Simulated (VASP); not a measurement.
# BeTe (F-43m) in VASP: notebook, part 2 of 2

VASP 6.6.1. The steps go on from the part before.

## (4) Single point, PBE

This run uses another cell than the first one, of 22.71 Å³/atom, 1.064 times its volume.

Contents of INCAR:

```
PREC = Accurate
ENCUT = 520
EDIFF = 1E-7
ISMEAR = 0
SIGMA = 0.01
LREAL = F
LASPH = T
NELM = 100
ALGO = Normal
ISIF = 2
LWAVE = F
LCHARG = F
GGA = PE
NBANDS = 11
```

Contents of KPOINTS:

```
regular mesh
0
Gamma
  6 6 6
```

Contents of POSCAR:

```
BeTe
1.0
    0.0000000000      2.8318743597      2.8318743597
    2.8318743597      0.0000000000      2.8318743597
    2.8318743597      2.8318743597      0.0000000000
Be Te
1 1
Direct
    0.0000000000      0.0000000000      0.0000000000
    0.2500000000      0.2500000000      0.2500000000
```

Potentials or basis: VASP PAW PBE potentials, release 64 (Be, Te).

Launch:

```
> cat potpaw_PBE.64/Be/POTCAR potpaw_PBE.64/Te/POTCAR > POTCAR
> mpirun -np 1 vasp_std > vasp.out
```

OUTCAR:

```text
PREC = Accurate
   ENCUT = 520
   EDIFF = 1E-7
   ISMEAR = 0
   LREAL = F
   LASPH = T
   NELM = 100
   ISIF = 2
   GGA = PE

 ion  position               nearest neighbor table
   1  0.000  0.000  0.000-   2 2.45   2 2.45   2 2.45   2 2.45
   2  0.250  0.250  0.250-   1 2.45   1 2.45   1 2.45   1 2.45

  LATTYP: Found a face centered cubic cell.
 ALAT       =     5.6637487194

  Lattice vectors:

 A1 = (   0.0000000000,   2.8318743597,   2.8318743597)
[... 400 lines left out ...]
------------------------ aborting loop because EDIFF is reached ----------------------------------------

  FORCE on cell =-STRESS in cart. coord.  units (eV):
  Direction    XX          YY          ZZ          XY          YZ          ZX
  --------------------------------------------------------------------------------------
  -------------------------------------------------------------------------------------
  Total        0.0502866      0.0502866      0.0502866      0.0000000      0.0000000      0.0000000
  in kB        1.7738264      1.7738264      1.7738264      0.0000000      0.0000000      0.0000000
  external PRESSURE =       1.7738264 kB  Pullay stress =       0.0000000 kB

 VOLUME and BASIS-vectors are now :
 -----------------------------------------------------------------------------
  energy-cutoff  :      520.00
  volume of cell :       45.42
      direct lattice vectors                 reciprocal lattice vectors
     0.000000000  2.831874360  2.831874360    -0.176561505  0.176561505  0.176561505
     2.831874360  0.000000000  2.831874360     0.176561505 -0.176561505  0.176561505
     2.831874360  2.831874360  0.000000000     0.176561505  0.176561505 -0.176561505

 POSITION                                       TOTAL-FORCE (eV/Angst)
 -----------------------------------------------------------------------------------
      0.00000      0.00000      0.00000         0.000000      0.000000      0.000000
      1.41594      1.41594      1.41594        -0.000000     -0.000000     -0.000000
 -----------------------------------------------------------------------------------
    total drift:                                0.000000      0.000000      0.000000

  FREE ENERGIE OF THE ION-ELECTRON SYSTEM (eV)
  ---------------------------------------------------
  free  energy   TOTEN  =        -7.6188486938 eV

  energy  without entropy=       -7.6188486938  energy(sigma->0) =       -7.61884869
```

OSZICAR:

```text
N       E                     dE             d eps       ncg     rms          rms(c)
DAV:   1     0.191990160123E+02    0.19199E+02   -0.32103E+03   352   0.580E+02
DAV:   2    -0.667413448975E+01   -0.25873E+02   -0.25038E+02   461   0.896E+01
DAV:   3    -0.772948178727E+01   -0.10553E+01   -0.10540E+01   460   0.196E+01
DAV:   4    -0.773939289903E+01   -0.99111E-02   -0.99098E-02   431   0.210E+00
DAV:   5    -0.773959344265E+01   -0.20054E-03   -0.20054E-03   440   0.279E-01    0.401E+00
DAV:   6    -0.764619969286E+01    0.93394E-01   -0.10763E-01   409   0.132E+00    0.241E+00
DAV:   7    -0.761779488860E+01    0.28405E-01   -0.95045E-02   409   0.135E+00    0.452E-01
DAV:   8    -0.761852864369E+01   -0.73376E-03   -0.59006E-03   394   0.441E-01    0.735E-02
DAV:   9    -0.761878158850E+01   -0.25294E-03   -0.32458E-04   431   0.106E-01    0.287E-02
DAV:  10    -0.761884376334E+01   -0.62175E-04   -0.76226E-05   402   0.447E-02    0.146E-02
DAV:  11    -0.761884649988E+01   -0.27365E-05   -0.27649E-06   461   0.974E-03    0.934E-03
DAV:  12    -0.761884861886E+01   -0.21190E-05   -0.45419E-06   373   0.121E-02    0.491E-03
DAV:  13    -0.761884869378E+01   -0.74919E-07   -0.31278E-08   421   0.126E-03
   1 F= -.76188487E+01 E0= -.76188487E+01  d E =-.640509E-69
```

Run time: 11 s. Hardware: 1 thread of AMD EPYC 7R43 (Zen 3), shared host; peak memory 0.13 GiB.

What came out:

```
Free energy            : -7.6188 eV
Pressure               : 0.2 GPa
Band gap on the k mesh : 2.01 eV, indirect (least direct gap 3.62 eV)
```

Levels at points of the mesh, in eV from the valence-band top:
```
           k point  band 1  band 2  band 3  band 4  band 5  band 6  band 7  band 8
(0.00, 0.00, 0.00)  -12.19    0.00    0.00    0.00    3.62    3.62    3.62    3.70
(0.50, 0.00, 0.00)  -10.88   -5.43   -1.10   -1.10    3.03    4.60    4.60    7.82
(0.50, 0.50, 0.00)  -10.41   -5.03   -2.58   -2.58    2.01    2.69    9.60    9.60
```

Caveat: spin-orbit coupling is left out, which moves the levels of the heavy elements. A k mesh can miss the band edges.

## (5) Single point, PBE (volume changed by +3%)

Contents of INCAR:

```
  ALGO = Normal
  EDIFF = 1E-7
  ENCUT = 520
  GGA = PE
  ISIF = 2
  ISMEAR = 0
  LASPH = T
  LCHARG = F
  LREAL = F
  LWAVE = F
  NBANDS = 11
  NELM = 80
  PREC = Accurate
  SIGMA = 0.01
```

Contents of KPOINTS:

```
k-points
0
Gamma
  6 6 6
```

Contents of POSCAR:

```
BeTe
1.0
    0.0000000000      2.8599145433      2.8599145433
    2.8599145433      0.0000000000      2.8599145433
    2.8599145433      2.8599145433      0.0000000000
Be Te
1 1
Direct
    0.0000000000      0.0000000000      0.0000000000
    0.2500000000      0.2500000000      0.2500000000
```

Potentials or basis: VASP PAW PBE potentials, release 64 (Be, Te).

Launch:

```
> cat potpaw_PBE.64/Be/POTCAR potpaw_PBE.64/Te/POTCAR > POTCAR
> mpirun -np 1 vasp_std > vasp.out
```

OUTCAR:

```text
EDIFF = 1E-7
   ENCUT = 520
   GGA = PE
   ISIF = 2
   ISMEAR = 0
   LASPH = T
   LREAL = F
   NELM = 80
   PREC = Accurate

 ion  position               nearest neighbor table
   1  0.000  0.000  0.000-   2 2.48   2 2.48   2 2.48   2 2.48
   2  0.250  0.250  0.250-   1 2.48   1 2.48   1 2.48   1 2.48

  LATTYP: Found a face centered cubic cell.
 ALAT       =     5.7198290866

  Lattice vectors:

 A1 = (   0.0000000000,   2.8599145433,   2.8599145433)
 A2 = (   2.8599145433,   0.0000000000,   2.8599145433)
 A3 = (   2.8599145433,   2.8599145433,   0.0000000000)

Analysis of symmetry for initial positions (statically):
=====================================================================
 Subroutine PRICEL returns:
 Original cell was already a primitive cell.

 Routine SETGRP: Setting up the symmetry group for a
 face centered cubic supercell.

 Subroutine GETGRP returns: Found 24 space group operations
 (whereof 24 operations were pure point group operations)
 out of a pool of 48 trial point group operations.

The static configuration has the point symmetry T_d .

Analysis of symmetry for dynamics (positions and initial velocities):
=====================================================================
 Subroutine PRICEL returns:
 Original cell was already a primitive cell.

 Routine SETGRP: Setting up the symmetry group for a
 face centered cubic supercell.

 Subroutine GETGRP returns: Found 24 space group operations
 (whereof 24 operations were pure point group operations)
 out of a pool of 48 trial point group operations.

The dynamic configuration has the point symmetry T_d .

 Subroutine INISYM returns: Found 24 space group operations
 (whereof 24 operations are pure point group operations),
 and found     1 'primitive' translations

----------------------------------------------------------------------------------------

                                     Primitive cell

  volume of cell :      46.7831

  direct lattice vectors                    reciprocal lattice vectors
     0.000000000  2.859914543  2.859914543    -0.174830399  0.174830399  0.174830399
     2.859914543  0.000000000  2.859914543     0.174830399 -0.174830399  0.174830399
     2.859914543  2.859914543  0.000000000     0.174830399  0.174830399 -0.174830399

  length of vectors
     4.044529934  4.044529934  4.044529934     0.302815133  0.302815133  0.302815133

  position of ions in fractional coordinates (direct lattice)
     0.000000000  0.000000000  0.000000000
     0.250000000  0.250000000  0.250000000

  ion indices of the primitive-cell ions
   primitive index   ion index
                 1           1
                 2           2

----------------------------------------------------------------------------------------

 KPOINTS: k-points

Automatic generation of k-mesh.
 Grid dimensions read from file:
 generate k-points for:    6    6    6

 Generating k-lattice:

  Cartesian coordinates                     Fractional coordinates (reciprocal lattice)
    -0.029138400  0.029138400  0.029138400     0.166666667  0.000000000  0.000000000
     0.029138400 -0.029138400  0.029138400     0.000000000  0.166666667  0.000000000
     0.029138400  0.029138400 -0.029138400     0.000000000  0.000000000  0.166666667

  Length of vectors
     0.050469189  0.050469189  0.050469189

  Shift w.r.t. Gamma in fractional coordinates (k-lattice)
     0.000000000  0.000000000  0.000000000

 Subroutine IBZKPT returns following result:
 ===========================================

 Found     16 irreducible k-points:

 Following reciprocal coordinates:
            Coordinates               Weight
  0.000000  0.000000  0.000000      1.000000
  0.166667  0.000000  0.000000      8.000000
  0.333333  0.000000  0.000000      8.000000
  0.500000  0.000000  0.000000      4.000000
  0.166667  0.166667  0.000000      6.000000
  0.333333  0.166667  0.000000     24.000000
[... 8 lines left out ...]
 -0.333333  0.333333  0.166667     24.000000
 -0.333333  0.500000  0.166667     12.000000
   k-points           NKPTS =     16   k-points in BZ     NKDIM =     16   number of bands    NBANDS=     11
   number of dos      NEDOS =    301   number of ions     NIONS =      2
   total plane-waves  NPLWV =  27000
   dimension x,y,z NGX =    30 NGY =   30 NGZ =   30
   dimension x,y,z NGXF=    60 NGYF=   60 NGZF=   60
   ions per type =               1   1
   NGX,Y,Z   is equivalent  to a cutoff of  12.33, 12.33, 12.33 a.u.
   NGXF,Y,Z  is equivalent  to a cutoff of  24.66, 24.66, 24.66 a.u.
 SYSTEM =  unknown system
   PREC   = accura    normal or accurate (medium, high low for compatibility)
   ISTART =      0    job   : 0-new  1-cont  2-samecut
   ICHARG =      2    charge: 1-file 2-atom 10-const
   ISPIN  =      1    spin polarized calculation?
   LNONCOLLINEAR =      F non collinear calculations
   LSORBIT =      F    spin-orbit coupling
   LASPH  =      T    aspherical Exc in radial PAW
   ENCUT  =  520.0 eV  38.22 Ry    6.18 a.u.   7.52  7.52  7.52*2*pi/ulx,y,z
   NELM   =     80;   NELMIN=  2; NELMDL= -5     # of ELM steps
   EDIFF  = 0.1E-06   stopping-criterion for ELM
   LREAL  =      F    real-space projection
   EDIFFG = 0.1E-05   stopping-criterion for IOM
   NSW    =      0    number of steps for IOM
   IBRION =     -1    ionic relax: 0-MD 1-quasi-New 2-CG
   NFREE  =      0    steps in history (QN), initial steepest desc. (CG)
   ISIF   =      2    stress and relaxation
   ISYM   =      2    0-nonsym 1-usesym 2-fastsym
   POTIM  = 0.5000    time-step for ionic-motion
   TEBEG  =    0.0;   TEEND  =   0.0 temperature during run
   PSTRESS=    0.0 pullay stress
   NELECT =       8.0000    total number of electrons
   NUPDOWN=      -1.0000    fix difference up-down
   EMIN   =  10.00;   EMAX   =-10.00  energy-range for DOS
   EFERMI =   0.00;   METHOD = LEGACY
   ISMEAR =     0;   SIGMA  =   0.01  broadening in eV -4-tet -1-fermi 0-gaus
   EFERMI_NEDOS =   21; number of points for ismear=-14 and -15
   IALGO  =     38    algorithm
   IMIX   =      4    mixing-type and parameters
     AMIX     =   0.40;   BMIX     =  1.00
     AMIX_MAG =   1.60;   BMIX_MAG =  1.00
  volume/ion in A,a.u.               =      23.39       157.85
  Fermi-wavevector in a.u.,A,eV,Ry     =   0.908675  1.717146 11.234191  0.825690
  Thomas-Fermi vector in A             =   2.032629
   LORBIT       =      0    0 simple, 1 ext, 2 COOP (PROOUT), +10 PAW based schemes
   GGA     = PE    functional components
   LHFCALC =     F    Hartree Fock is set to
   AEXX    =    0.0000 exact exchange contribution
   IVDW    =     0    specifies the selected vdW correction
   LEPSILON=     F    determine dielectric tensor
   LRPA    =     F    only Hartree local field effects (RPA)
 non-spin polarized calculation
 Gauss-broadening in eV      SIGMA  =   0.01
  energy-cutoff  :      520.00
  volume of cell :       46.78
 maximum number of plane-waves:      1278
   NGX = 15   NGY = 15   NGZ = 15

 number of electron       8.0000000 magnetization

 Free energy of the ion-electron system (eV)
  ---------------------------------------------------
  ext. energy  EPLUGINS =         0.00000000
  ---------------------------------------------------
  free energy    TOTEN  =        -7.61341441 eV

  energy without entropy =       -7.61341441  energy(sigma->0) =       -7.61341441

 E-fermi :   4.6650     XC(G=0):  -8.8700

 val. band max:        4.5911526443   @ k =   0.0000   0.0000   0.0000
 cond. band min:       6.6734190242   @ k =   0.5000   0.5000   0.0000
 fundamental gap:      2.0822663799
 Fermi energy:         4.6649895029

 k-point     1 :       0.0000    0.0000    0.0000
  band No.  band energies     occupation
      1      -7.4089      2.00000
      2       4.5912      2.00000
      3       4.5912      2.00000
      4       4.5912      2.00000
      5       8.0795      0.00000
      6       8.2350      0.00000
      7       8.2350      0.00000
      8       8.2350      0.00000
      9      12.8354      0.00000
     10      14.7377      0.00000
     11      14.7377      0.00000
[... 197 lines left out ...]
 k-point    16 :      -0.3333    0.5000    0.1667
  band No.  band energies     occupation
      1      -5.7087      2.00000
      2       0.0281      2.00000
      3       1.4203      2.00000
      4       1.7134      2.00000
      5       8.3239      0.00000
      6       8.8620      0.00000
      7      11.7705      0.00000
      8      12.0314      0.00000
      9      15.2779      0.00000
     10      16.0173      0.00000
     11      17.2151      0.00000

------------------------ aborting loop because EDIFF is reached ----------------------------------------

  FORCE on cell =-STRESS in cart. coord.  units (eV):
  Direction    XX          YY          ZZ          XY          YZ          ZX
  --------------------------------------------------------------------------------------
  -------------------------------------------------------------------------------------
  Total       -0.4138789     -0.4138789     -0.4138789      0.0000000      0.0000000     -0.0000000
  in kB      -14.1740744    -14.1740744    -14.1740744      0.0000000      0.0000000     -0.0000000
  external PRESSURE =     -14.1740744 kB  Pullay stress =       0.0000000 kB

 VOLUME and BASIS-vectors are now :
 -----------------------------------------------------------------------------
  energy-cutoff  :      520.00
  volume of cell :       46.78
      direct lattice vectors                 reciprocal lattice vectors
     0.000000000  2.859914543  2.859914543    -0.174830399  0.174830399  0.174830399
     2.859914543  0.000000000  2.859914543     0.174830399 -0.174830399  0.174830399
     2.859914543  2.859914543  0.000000000     0.174830399  0.174830399 -0.174830399

 POSITION                                       TOTAL-FORCE (eV/Angst)
 -----------------------------------------------------------------------------------
      0.00000      0.00000      0.00000        -0.000000     -0.000000     -0.000000
      1.42996      1.42996      1.42996         0.000000      0.000000      0.000000
 -----------------------------------------------------------------------------------
    total drift:                                0.000000      0.000000      0.000000

  FREE ENERGIE OF THE ION-ELECTRON SYSTEM (eV)
  ---------------------------------------------------
  free  energy   TOTEN  =        -7.6134144099 eV

  energy  without entropy=       -7.6134144099  energy(sigma->0) =       -7.61341441
```

stdout:

```text
POSCAR found type information on POSCAR BeTe
 POSCAR found :  2 types and       2 ions
 scaLAPACK will be used
 LDA part: xc-table for (Slater+PW92), standard interpolation
 POSCAR, INCAR and KPOINTS ok, starting setup
 FFT: planning ... GRIDC
 FFT: planning ... GRID_SOFT
 FFT: planning ... GRID
 WAVECAR not read
 entering main loop
```

Run time: 12 s. Hardware: 1 thread of AMD EPYC 7R43 (Zen 3), shared host; peak memory 0.13 GiB.

Results:

```
Free energy            : -7.6134 eV
Pressure               : -1.4 GPa
Band gap on the k mesh : 2.08 eV, indirect (least direct gap 3.49 eV)
```

Caveat: the cell differs from its parent crystal (volume changed by +3%); spin-orbit coupling is left out, which moves the levels of the heavy elements. A k mesh can miss the band edges.

## (6) Single point, PBE (volume changed by +6%)

Contents of INCAR:

```
SYSTEM = BeTe
PREC     = Accurate       ! precision mode
ENCUT    = 520            ! plane-wave cutoff, eV
EDIFF    = 1E-6           ! SCF threshold, eV
ISMEAR   = 0              ! smearing method
SIGMA    = 0.01           ! smearing width, eV
LREAL    = .FALSE.        ! projectors in reciprocal space
LASPH    = .TRUE.         ! aspherical terms in the spheres
NELM     = 100            ! most SCF steps
ALGO     = Normal         ! electronic algorithm
ISIF     = 2              ! what is computed and relaxed
LWAVE    = .FALSE.        ! write WAVECAR
LCHARG   = .TRUE.         ! write CHGCAR
GGA      = PE             ! functional
LELF     = .TRUE.         ! ELF
LVHAR    = .TRUE.       
NBANDS   = 11             ! bands
```

Contents of KPOINTS:

```
Automatic mesh
0
G
  6 6 6
  0 0 0
```

Contents of POSCAR:

```
BeTe
1.0
    0.0000000000      2.8874154087      2.8874154087
    2.8874154087      0.0000000000      2.8874154087
    2.8874154087      2.8874154087      0.0000000000
Be Te
1 1
Direct
    0.0000000000      0.0000000000      0.0000000000
    0.2500000000      0.2500000000      0.2500000000
```

Potentials or basis: VASP PAW PBE potentials, release 64 (Be, Te).

Launch:

```
> cat potpaw_PBE.64/Be/POTCAR potpaw_PBE.64/Te/POTCAR > POTCAR
> mpirun -np 1 vasp_std > vasp.out
```

Wall time 13 s (1 thread of AMD EPYC 7R43 (Zen 3), shared host); peak memory 0.13 GiB.

Results (log left out):

```
Free energy            : -7.5954 eV
Pressure               : -2.8 GPa
Band gap on the k mesh : 2.15 eV, indirect (least direct gap 3.29 eV)
```

Levels at points of the mesh, in eV from the valence-band top:
```
           k point  band 1  band 2  band 3  band 4  band 5  band 6  band 7  band 8
(0.00, 0.00, 0.00)  -11.83    0.00    0.00    0.00    3.29    3.66    3.66    3.66
(0.50, 0.00, 0.00)  -10.66   -5.08   -1.01   -1.01    2.88    4.61    4.61    7.82
(0.50, 0.50, 0.00)  -10.24   -4.73   -2.38   -2.38    2.15    2.75    9.23    9.23
```

Caveat: the cell differs from its parent crystal (volume changed by +6%); spin-orbit coupling is left out, which moves the levels of the heavy elements.

## (7) Summary

```tsv
cell	gap on the mesh (eV)	pressure (GPa)
a = 3.923 Å, angles 60.0°, 2 atoms	1.86	4.2
a = 3.964 Å, angles 60.0°, 2 atoms	1.94	2.0
a = 4.005 Å, angles 60.0°, 2 atoms	2.01	0.2
a = 4.045 Å, angles 60.0°, 2 atoms	2.08	-1.4
a = 4.083 Å, angles 60.0°, 2 atoms	2.15	-2.8
```

Alike in all rows: task single point; level PBE; potentials or basis VASP PAW PBE potentials, release 64 (Be, Te); no spin polarisation; k mesh 6 × 6 × 6; cutoff (eV) 520; smearing gaussian 0.01 eV.

Caveats: spin-orbit coupling is left out, which moves the levels of the heavy elements.

Total energies depend on the potentials used, so only differences within one code and one set of settings carry meaning.
